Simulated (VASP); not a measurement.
A run of VASP 6.6.1 is set up as follows.

The input INCAR:

```
SYSTEM = SnO2
PREC     = Accurate       ! precision mode
ENCUT    = 520            ! plane-wave cutoff, eV
EDIFF    = 1E-6           ! SCF threshold, eV
ISMEAR   = -1             ! smearing method
SIGMA    = 0.02           ! smearing width, eV
LREAL    = .FALSE.        ! projectors in reciprocal space
LASPH    = .TRUE.         ! aspherical terms in the spheres
NELM     = 100            ! most SCF steps
ALGO     = Normal         ! electronic algorithm
ISIF     = 2              ! what is computed and relaxed
LWAVE    = .FALSE.        ! write WAVECAR
LCHARG   = .TRUE.         ! write CHGCAR
GGA      = PE             ! functional
LELF     = .TRUE.         ! ELF
LVHAR    = .TRUE.       
NBANDS   = 35             ! bands
```

KPOINTS

```
Automatic mesh
0
G
  10 10 10
  0 0 0
```

The input POSCAR:

```
SnO2
1.0
   -1.9540459660      1.9540459660      5.1012501359
    1.9540459660     -1.9540459660      5.1012501359
    2.0452294454      2.0452294454     -5.1012501359
Sn O
2 4
Direct
    0.7500000000      0.2500000000      0.5000000000
    0.0000000000      0.0000000000      0.0000000000
    0.7964012638      0.7964012638      0.0000000000
    0.9535987362      0.4535987362      0.5000000000
    0.2035987362      0.2035987362      0.0000000000
    0.5464012638      0.0464012638      0.5000000000
```

Potentials or basis: VASP PAW PBE potentials, release 64 (Sn_d, O).

The run is started by

```console
$ cat potpaw_PBE.64/Sn_d/POTCAR potpaw_PBE.64/O/POTCAR > POTCAR
$ mpirun -np 1 vasp_std > vasp.out
```

Predict the largest force.

0.118 eV/Å.

What does it give for the pressure?

7.4 GPa.

Estimate the band gap on the k mesh.

1.67 eV (least direct gap 1.94 eV).

Forces on the atoms (eV/Å):
```
Sn   0.000  0.000  0.000
Sn   0.000  0.000  0.000
O    0.000  0.000 -0.118
O    0.000  0.000  0.118
O    0.000  0.000  0.118
O    0.000  0.000 -0.118
```

Caveat: the cell differs from its parent crystal (shear xy strain +4.6%); the cell stands under pressure; spin-orbit coupling is left out, which moves the levels of the heavy elements. A k mesh can miss the band edges.
